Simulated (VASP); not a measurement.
# BN (R3m) in VASP: a series of runs

The runs below take BN through single point, with PBE.

All numbers are computed with VASP 6.6.1; they aren't measurements. Logs are shortened: lines on timing, memory, paths and dates and some standing lists are left out, and cuts for length are marked.

### 1 The cell of the first run

Symmetry: R3m, No. 160, trigonal system. The conventional cell has a = 2.489 Å, b = 2.489 Å, c = 6.277 Å, α = 90.00°, β = 90.00°, γ = 120.00°. B (site symmetry 3m) has 4 N at 1.53 to 1.57 Å within 2.0 Å. N (site symmetry 3m) has 4 B at 1.53 to 1.57 Å within 2.0 Å.

### 2 Single point, PBE (epitaxial 111 strain -2.5%)

The input, INCAR:

```
PREC = Accurate
ENCUT = 520
EDIFF = 1E-7
ISMEAR = 0
SIGMA = 0.01
LREAL = F
LASPH = T
NELM = 80
ALGO = Normal
ISIF = 2
LWAVE = F
LCHARG = F
GGA = PE
NBANDS = 11
```

The input, KPOINTS:

```
Automatic mesh
0
Gamma
  6 6 6
```

The input, POSCAR:

```
BN
1.0
    0.0349220593      1.7946268727      1.7946268727
    1.7946268727      0.0349220593      1.7946268727
    1.7946268727      1.7946268727      0.0349220593
B N
1 1
Direct
    0.0002007007      0.0002007007      0.0002007007
    0.2497992993      0.2497992993      0.2497992993
```

Potentials or basis: VASP PAW PBE potentials, release 64 (B, N).

On the command line:

```console
$ cat potpaw_PBE.64/B/POTCAR potpaw_PBE.64/N/POTCAR > POTCAR
$ mpirun -np 1 vasp_std > vasp.out
```

OUTCAR:

```text
PREC = Accurate
   ENCUT = 520
   EDIFF = 1E-7
   ISMEAR = 0
   LREAL = F
   LASPH = T
   NELM = 80
   ISIF = 2
   GGA = PE

 ion  position               nearest neighbor table
   1  0.000  0.000  0.000-   2 1.53   2 1.53   2 1.53   2 1.57
   2  0.250  0.250  0.250-   1 1.53   1 1.53   1 1.53   1 1.57

  LATTYP: Found a trigonal (rhomboedric) cell.
 ALAT       =     2.5382259109
 COS(alpha) =     0.5193609002

  Lattice vectors:

 A1 = (   0.0349220593,   1.7946268727,   1.7946268727)
 A2 = (   1.7946268727,   0.0349220593,   1.7946268727)
 A3 = (   1.7946268727,   1.7946268727,   0.0349220593)

Analysis of symmetry for initial positions (statically):
=====================================================================
 Subroutine PRICEL returns:
 Original cell was already a primitive cell.

 Routine SETGRP: Setting up the symmetry group for a
 trigonal (rhombohedral) supercell.

 Subroutine GETGRP returns: Found  6 space group operations
 (whereof  6 operations were pure point group operations)
 out of a pool of 12 trial point group operations.

The static configuration has the point symmetry C_3v.

Analysis of symmetry for dynamics (positions and initial velocities):
=====================================================================
 Subroutine PRICEL returns:
 Original cell was already a primitive cell.

 Routine SETGRP: Setting up the symmetry group for a
 trigonal (rhombohedral) supercell.

 Subroutine GETGRP returns: Found  6 space group operations
 (whereof  6 operations were pure point group operations)
 out of a pool of 12 trial point group operations.

The dynamic configuration has the point symmetry C_3v.

 Subroutine INISYM returns: Found  6 space group operations
 (whereof  6 operations are pure point group operations),
 and found     1 'primitive' translations

----------------------------------------------------------------------------------------

                                     Primitive cell

  volume of cell :      11.2225

  direct lattice vectors                    reciprocal lattice vectors
     0.034922059  1.794626873  1.794626873    -0.286876485  0.281400645  0.281400645
     1.794626873  0.034922059  1.794626873     0.281400645 -0.286876485  0.281400645
     1.794626873  1.794626873  0.034922059     0.281400645  0.281400645 -0.286876485

  length of vectors
     2.538225911  2.538225911  2.538225911     0.490582066  0.490582066  0.490582066
[... 81 lines left out ...]
   EDIFF  = 0.1E-06   stopping-criterion for ELM
   LREAL  =      F    real-space projection
   EDIFFG = 0.1E-05   stopping-criterion for IOM
   NSW    =      0    number of steps for IOM
   IBRION =     -1    ionic relax: 0-MD 1-quasi-New 2-CG
   NFREE  =      0    steps in history (QN), initial steepest desc. (CG)
   ISIF   =      2    stress and relaxation
   ISYM   =      2    0-nonsym 1-usesym 2-fastsym
   POTIM  = 0.5000    time-step for ionic-motion
   TEBEG  =    0.0;   TEEND  =   0.0 temperature during run
   PSTRESS=    0.0 pullay stress
   NELECT =       8.0000    total number of electrons
   NUPDOWN=      -1.0000    fix difference up-down
   EMIN   =  10.00;   EMAX   =-10.00  energy-range for DOS
   EFERMI =   0.00;   METHOD = LEGACY
   ISMEAR =     0;   SIGMA  =   0.01  broadening in eV -4-tet -1-fermi 0-gaus
   EFERMI_NEDOS =   21; number of points for ismear=-14 and -15
   IALGO  =     38    algorithm
   IMIX   =      4    mixing-type and parameters
     AMIX     =   0.40;   BMIX     =  1.00
     AMIX_MAG =   1.60;   BMIX_MAG =  1.00
  volume/ion in A,a.u.               =       5.61        37.87
  Fermi-wavevector in a.u.,A,eV,Ry     =   1.462430  2.763593 29.098815  2.138703
  Thomas-Fermi vector in A             =   2.578645
   LORBIT       =      0    0 simple, 1 ext, 2 COOP (PROOUT), +10 PAW based schemes
   GGA     = PE    functional components
   LHFCALC =     F    Hartree Fock is set to
   AEXX    =    0.0000 exact exchange contribution
   IVDW    =     0    specifies the selected vdW correction
   LEPSILON=     F    determine dielectric tensor
   LRPA    =     F    only Hartree local field effects (RPA)
 non-spin polarized calculation
 Gauss-broadening in eV      SIGMA  =   0.01
  energy-cutoff  :      520.00
  volume of cell :       11.22
 maximum number of plane-waves:       314
   NGX =  9   NGY =  9   NGZ =  9

 number of electron       7.9999999 magnetization

 Free energy of the ion-electron system (eV)
  ---------------------------------------------------
  ext. energy  EPLUGINS =         0.00000000
  ---------------------------------------------------
  free energy    TOTEN  =       -17.37404634 eV

  energy without entropy =      -17.37404634  energy(sigma->0) =      -17.37404634

 E-fermi :   8.2662     XC(G=0): -13.0750

 val. band max:        8.1114270846   @ k =   0.0000   0.0000   0.0000
 cond. band min:      12.5340510301   @ k =   0.5000   0.5000   0.0000
 fundamental gap:      4.4226239455
 Fermi energy:         8.2661711643

 k-point     1 :       0.0000    0.0000    0.0000
  band No.  band energies     occupation
      1     -12.7789      2.00000
      2       7.9175      2.00000
      3       8.1114      2.00000
      4       8.1114      2.00000
      5      16.4172      0.00000
      6      17.3775      0.00000
      7      17.3775      0.00000
      8      19.4278      0.00000
      9      33.7662      0.00000
     10      36.4593      0.00000
     11      36.4593      0.00000
[... 309 lines left out ...]
 k-point    24 :      -0.3333    0.5000    0.1667
  band No.  band energies     occupation
      1      -6.6210      2.00000
      2      -0.4519      2.00000
      3       1.4532      2.00000
      4       1.6653      2.00000
      5      15.9722      0.00000
      6      20.5051      0.00000
      7      23.7053      0.00000
      8      25.6376      0.00000
      9      28.4276      0.00000
     10      34.8568      0.00000
     11      39.0647      0.00000

 [... further k-points ...]
[... 5 lines left out ...]
  --------------------------------------------------------------------------------------
  -------------------------------------------------------------------------------------
  Total        1.7745923      1.7745923      1.7745923     -0.6970379     -0.6970379     -0.6970379
  in kB      253.3496358    253.3496358    253.3496358    -99.5126064    -99.5126064    -99.5126064
  external PRESSURE =     253.3496358 kB  Pullay stress =       0.0000000 kB

 VOLUME and BASIS-vectors are now :
 -----------------------------------------------------------------------------
  energy-cutoff  :      520.00
  volume of cell :       11.22
      direct lattice vectors                 reciprocal lattice vectors
     0.034922059  1.794626873  1.794626873    -0.286876485  0.281400645  0.281400645
     1.794626873  0.034922059  1.794626873     0.281400645 -0.286876485  0.281400645
     1.794626873  1.794626873  0.034922059     0.281400645  0.281400645 -0.286876485

 POSITION                                       TOTAL-FORCE (eV/Angst)
 -----------------------------------------------------------------------------------
      0.00073      0.00073      0.00073         0.025643      0.025643      0.025643
      0.90532      0.90532      0.90532        -0.025643     -0.025643     -0.025643
 -----------------------------------------------------------------------------------
    total drift:                               -0.000001     -0.000001     -0.000001

  FREE ENERGIE OF THE ION-ELECTRON SYSTEM (eV)
  ---------------------------------------------------
  free  energy   TOTEN  =       -17.3740463359 eV

  energy  without entropy=      -17.3740463359  energy(sigma->0) =      -17.37404634
```

Run time: 6.3 s. Hardware: 1 thread of Intel Xeon Platinum 8259CL at 2.50GHz (Skylake/Cascade Lake), shared host; peak memory 0.12 GiB.

Results:

```yaml
Free_energy: -17.3740 eV
Pressure: 25.3 GPa
Largest_force: 0.044 eV/Å
Band_gap_on_the_k_mesh: 4.42 eV (least direct gap 8.31 eV)
```

Forces in eV/Å, atoms in the order of the input:
```
B    0.026  0.026  0.026
N   -0.026 -0.026 -0.026
```

Stress tensor (GPa, compression positive):
```
25.33 -9.95 -9.95
-9.95 25.33 -9.95
-9.95 -9.95 25.33
```

Caveat: the k points lie up to 0.51 Å⁻¹ apart; the cell differs from its parent crystal (epitaxial 111 strain -2.5%). A k mesh can miss the band edges.

### 3 Single point, PBE (epitaxial 111 strain -2.5%)

The input, INCAR:

```
  ALGO = Normal
  EDIFF = 1E-7
  ENCUT = 520
  GGA = PE
  ISIF = 2
  ISMEAR = -1
  LASPH = True
  LCHARG = True
  LELF = True
  LREAL = False
  LVHAR = True
  LWAVE = False
  NBANDS = 11
  NELM = 80
  PREC = Accurate
  SIGMA = 0.02
```

The input, KPOINTS:

```
k-points
0
Gamma
  12 12 12
```

POSCAR is that of step 2.

Potentials or basis: VASP PAW PBE potentials, release 64 (B, N).

On the command line:

```console
$ cat potpaw_PBE.64/B/POTCAR potpaw_PBE.64/N/POTCAR > POTCAR
$ mpirun -np 1 vasp_std > vasp.out
```

Wall time 26 s (1 thread of Intel Xeon Platinum 8259CL at 2.50GHz (Skylake/Cascade Lake), shared host); peak memory 0.13 GiB.

The run converged. Its results:

```
Free energy            : -17.3782 eV
Pressure               : 25.3 GPa
Largest force          : 0.046 eV/Å
Band gap on the k mesh : 4.42 eV (least direct gap 8.31 eV)
```

Forces in eV/Å, atoms in the order of the input:
```
B    0.026  0.026  0.026
N   -0.026 -0.026 -0.026
```

Stress tensor (GPa, compression positive):
```
25.29 -9.96 -9.96
-9.96 25.29 -9.96
-9.96 -9.96 25.29
```

Levels at points of the mesh, in eV from the valence-band top:
```
           k point  band 2  band 3  band 4  band 5  band 6  band 7
(0.00, 0.00, 0.00)   -0.19    0.00    0.00    8.31    9.27    9.27
(0.50, 0.00, 0.00)  -11.20   -2.18   -2.18   10.23   10.92   11.11
(0.50, 0.50, 0.00)   -9.32   -5.41   -5.03    4.42    9.49   18.54
(0.50, 0.50, 0.50)  -11.32   -1.86   -1.86   11.16   11.16   11.32
```

Caveat: the cell differs from its parent crystal (epitaxial 111 strain -2.5%); the cell stands under pressure.

### 4 Single point, PBE (strain along [111] -0.5%)

The input, INCAR:

```
ALGO     = Normal         # electronic algorithm
EDIFF    = 1E-7           # SCF threshold, eV
ENCUT    = 520            # plane-wave cutoff, eV
GGA      = PE             # functional
ISIF     = 2              # what is computed and relaxed
ISMEAR   = -1             # smearing method
LASPH    = T              # aspherical terms in the spheres
LCHARG   = T              # write CHGCAR
LELF     = T              # ELF
LREAL    = F              # projectors in reciprocal space
LVHAR    = T            
LWAVE    = F              # write WAVECAR
NBANDS   = 11             # bands
NELM     = 60             # most SCF steps
PREC     = Accurate       # precision mode
SIGMA    = 0.02           # smearing width, eV
```

KPOINTS is that of step 3.

The input, POSCAR:

```
BN
1.0
   -0.0060160848      1.7988093648      1.7988093648
    1.7988093648     -0.0060160848      1.7988093648
    1.7988093648      1.7988093648     -0.0060160848
B N
1 1
Direct
    0.0000000000      0.0000000000      0.0000000000
    0.2500000000      0.2500000000      0.2500000000
```

On the command line:

```console
$ cat potpaw_PBE.64/B/POTCAR potpaw_PBE.64/N/POTCAR > POTCAR
$ mpirun -np 1 vasp_std > vasp.out
```

Run time: 26 s. Hardware: 1 thread of Intel Xeon Platinum 8259CL at 2.50GHz (Skylake/Cascade Lake), shared host; peak memory 0.13 GiB.

The run converged. Its results:

* Free energy: -17.4455 eV
* Pressure: 7.0 GPa
* Largest force: 0.015 eV/Å
* Band gap on the k mesh: 4.46 eV (least direct gap 8.81 eV)

Forces in eV/Å, atoms in the order of the input:
```
B   -0.009 -0.009 -0.009
N    0.009  0.009  0.009
```

Stress tensor (GPa, compression positive):
```
7.01 1.56 1.56
1.56 7.01 1.56
1.56 1.56 7.01
```

Levels at points of the mesh, in eV from the valence-band top:
| k point | band 1 | band 2 | band 3 | band 4 | band 5 | band 6 | band 7 | band 8 | band 9 |
| --- | --- | --- | --- | --- | --- | --- | --- | --- | --- |
| (0.00, 0.00, 0.00) | -20.35 | -0.02 | -0.02 | 0.00 | 8.81 | 8.81 | 8.93 | 10.50 | 24.92 |
| (0.50, 0.00, 0.00) | -16.10 | -10.79 | -1.96 | -1.95 | 10.28 | 10.71 | 10.81 | 15.34 | 23.59 |
| (0.50, 0.50, 0.00) | -14.71 | -8.99 | -4.99 | -4.93 | 4.46 | 9.27 | 18.05 | 18.05 | 20.94 |
| (0.50, 0.50, 0.50) | -16.05 | -10.78 | -2.01 | -2.01 | 10.17 | 10.71 | 10.71 | 15.35 | 23.56 |

Caveat: the cell differs from its parent crystal (strain along [111] -0.5%); the cell stands under pressure.

### 5 Overview

```csv
cell,k mesh,smearing,gap on the mesh (eV),pressure (GPa),largest force (eV/Å)
"a = 2.538 Å, angles 58.7°, 2 atoms",6 × 6 × 6,gaussian 0.01 eV,4.42,25.3,0.04
"a = 2.538 Å, angles 58.7°, 2 atoms",12 × 12 × 12,fermi-dirac 0.02 eV,4.42,25.3,0.05
"a = 2.544 Å, angles 60.2°, 2 atoms",12 × 12 × 12,fermi-dirac 0.02 eV,4.46,7.0,0.01
```

Alike in all rows: task single point; level PBE; potentials or basis VASP PAW PBE potentials, release 64 (B, N); no spin polarisation; cutoff (eV) 520.

Caveats: some runs use coarse meshes; the cell stands under pressure (at least some runs).

Total energies depend on the potentials used, so only differences within one code and one set of settings carry meaning.
